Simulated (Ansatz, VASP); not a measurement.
# CdSe: VASP beside Ansatz

```
Cd Se
1.0
     3.53310    0.00000    0.00000
     0.00000    3.53310    0.00000
     0.00000    0.00000    3.53310
Cd Se
1 1
Direct
  0.00000 0.00000 0.00000
  0.50000 0.50000 0.50000
```

Alike in both runs: task single point; functional PBE; k mesh 6 × 6 × 6; occupations fermi-dirac, width 0.02 eV; collinear spin.

|  | VASP | Ansatz |
| --- | --- | --- |
| version | VASP 6.6.1 | Ansatz 0.2.0 |
| potentials or method | VASP PAW PBE potentials, release 64 (Cd, Se) | plane waves |
| plane-wave cutoff (eV) | 520 | 420 |
| valence electrons in the cell | 18 | 36 |

VASP gave:

- gap on the k mesh at the Fermi level (eV): none
- pressure (GPa): 1.5
- net moment per atom (μB): 0.06
- size of the moment on the site where the two differ most (μB): 0.08

Estimate Ansatz's values.

gap on the k mesh at the Fermi level (eV): none; pressure (GPa): 1.2; net moment per atom (μB): 0.06; size of the moment on the site where the two differ most (μB): 0.10.

Site moments also hang on the region over which each program counts them. A gap of «none» marks a metal or a gap that the smearing closes. With one functional, cell and mesh, what is left measures potentials, basis and numerics. VASP's potentials hold 18 valence electrons a cell and Ansatz's 36, so a difference there can come from the potentials and not from the codes. Ansatz's warnings: moment headroom below auto, seeded moment not kept.
